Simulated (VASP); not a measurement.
The system is Sn3Te.

```
Sn Te
1.0
     5.08309    0.00000    0.00000
     0.00000    5.08309    0.00000
     0.00000    0.00000    5.08309
Sn Te
3 1
Direct
  0.50000 0.00000 0.00000
  0.00000 0.50000 0.00000
  0.00000 0.00000 0.50000
  0.50000 0.50000 0.50000
```

The cell was built from a structure type or drawn by symmetry, and may not be a known phase.

```yaml
Program: VASP 6.6.1
Task: relaxation of cell and atoms
Functional: PBE
Potentials_or_basis: VASP PAW PBE potentials, release 64 (Sn_d, Te)
Cutoff: 600 eV
k_mesh: 4 × 4 × 4
Occupations: gaussian, width 0.1 eV
Spin: no spin polarisation
```

At the start: pressure -3.9 GPa; volume 32.83 Å³/atom.

Q: How do energy, volume and symmetry change on relaxing?

A: Over 3 steps the energy falls by 56.7 meV/atom and the volume is 28.75 Å³/atom (-12.4 %); space group Pm-3m (No. 221, to 0.1 Å) before and after.

The path:
```csv
step,energy change (eV),largest force (eV/Å),pressure (GPa),volume (Å³)
1,0.0000,0.0000,-3.86,131.34
2,-0.2229,0.0000,-0.66,116.88
3,-0.2268,0.0000,0.02,115.00
```

Final structure:
```
Sn Te
1.0
     4.86291    0.00000    0.00000
     0.00000    4.86291    0.00000
     0.00000    0.00000    4.86291
Sn Te
3 1
Direct
  0.50000 0.00000 0.00000
  0.00000 0.50000 0.00000
  0.00000 0.00000 0.50000
  0.50000 0.50000 0.50000
```
